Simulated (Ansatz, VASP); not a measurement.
**SnGe5: VASP beside Ansatz**

```xyz
6
Lattice="7.8829 0.0000 0.0000 -3.9414 6.8268 0.0000 0.0000 0.0000 2.8547" Properties=species:S:1:pos:R:3 pbc="T T T"
Sn    0.0000    0.0000    0.0000
Ge    5.1122    0.0000    0.0000
Ge   -2.5561    4.4273    0.0000
Ge    1.3854    2.3995    0.0000
Ge    0.0000    4.5512    0.0000
Ge    3.9414    2.2756    0.0000
```

Alike in both runs: functional PBE; k mesh 3 × 3 × 6; occupations gaussian, width 0.1 eV; no spin polarisation.

Ansatz relaxed the structure, and its values are those at the end. VASP's run is a single point on that final structure, the one shown.

|  | VASP | Ansatz |
| --- | --- | --- |
| version | VASP 6.6.1 | Ansatz 0.2.0 |
| potentials or method | VASP PAW PBE potentials, release 64 (Sn_d, Ge_d), cutoff 520 eV | scalar-relativistic, plane waves, PAW |
| valence electrons in the cell | 84 | 84 |

|  | VASP | Ansatz | Ansatz less VASP |
| --- | --- | --- | --- |
| gap on the k mesh at the Fermi level (eV) | none | none | - |
| pressure (GPa) | 0.1 | 0.0 | -0.04 |

A gap of «none» marks a metal or a gap that the smearing closes.

The k mesh is coarse, so the values compare programs but aren't converged.
